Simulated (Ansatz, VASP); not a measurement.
## Two plane-wave programs on P

```
P
1.0
     2.65159    0.00000    0.00000
    -1.32580    2.29635    0.00000
     0.00000    0.00000    4.84355
P
2
Direct
  0.00000 0.00000 0.23846
  0.00000 0.00000 0.76154
```

Alike in both runs: functional PBE; k mesh 6 × 6 × 4; occupations gaussian, width 0.1 eV; no spin polarisation.

Ansatz relaxed the structure, and its values are those at the end. VASP's run is a single point on that final structure, the one shown.

|  | VASP | Ansatz |
| --- | --- | --- |
| version | VASP 6.6.1 | Ansatz 0.2.0 |
| potentials or method | VASP PAW PBE potentials, release 64 (P), cutoff 520 eV | scalar-relativistic, plane waves, PAW |
| valence electrons in the cell | 10 | 10 |

VASP gave:

| Item | Value |
| --- | --- |
| gap on the k mesh at the Fermi level (eV) | none |
| pressure (GPa) | -0.2 |
| rms of the force components (eV/Å) | 0.014 |

Question: What did Ansatz give for the same quantities?

Answer: gap on the k mesh at the Fermi level (eV): none; pressure (GPa): 0.0; rms of the force components (eV/Å): 0.000.

A gap of «none» marks a metal or a gap that the smearing closes.

The k mesh is coarse, so the values compare programs but aren't converged.
